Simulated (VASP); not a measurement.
A run of VASP 6.6.1 is set up as follows.

INCAR

```
PREC = Accurate
ENCUT = 520
EDIFF = 1E-7
ISMEAR = 0
SIGMA = 0.1
LREAL = F
LASPH = T
NELM = 60
ALGO = Normal
ISIF = 2
LWAVE = F
LCHARG = T
GGA = PE
LELF = T
LVHAR = T
NBANDS = 18
```

KPOINTS

```
Automatic mesh
0
Gamma
  6 6 4
```

POSCAR

```
B3As2
1.0
    4.5689512400      0.0000000000      0.0000000000
   -2.2844756200      3.9568278500      0.0000000000
    0.0000000000      0.0000000000      4.2872838700
B As
3 2
Direct
    0.0000000000      0.0000000000      0.1711158600
    0.0000000000      0.0000000000      0.8288841400
    0.0000000000      0.0000000000      0.5000000000
    0.3333333300      0.6666666700      0.0000000000
    0.6666666700      0.3333333300      0.0000000000
```

Potentials or basis: VASP PAW PBE potentials, release 64 (B, As).

The run is started by

```bash
$ cat potpaw_PBE.64/B/POTCAR potpaw_PBE.64/As/POTCAR > POTCAR
$ mpirun -np 1 vasp_std > vasp.out
```

Task: Predict the pressure.

Result: 15.8 GPa.

Task: What does it give for the largest force?

Result: 1.855 eV/Å.

Stress tensor (GPa, compression positive):
```
-0.28  0.00  0.00
 0.00 -0.28  0.00
 0.00  0.00 47.98
```

Caveat: the k points lie up to 0.37 Å⁻¹ apart; forces of over 1 eV/Å act on the atoms, so gaps and moduli don't describe the material at rest.
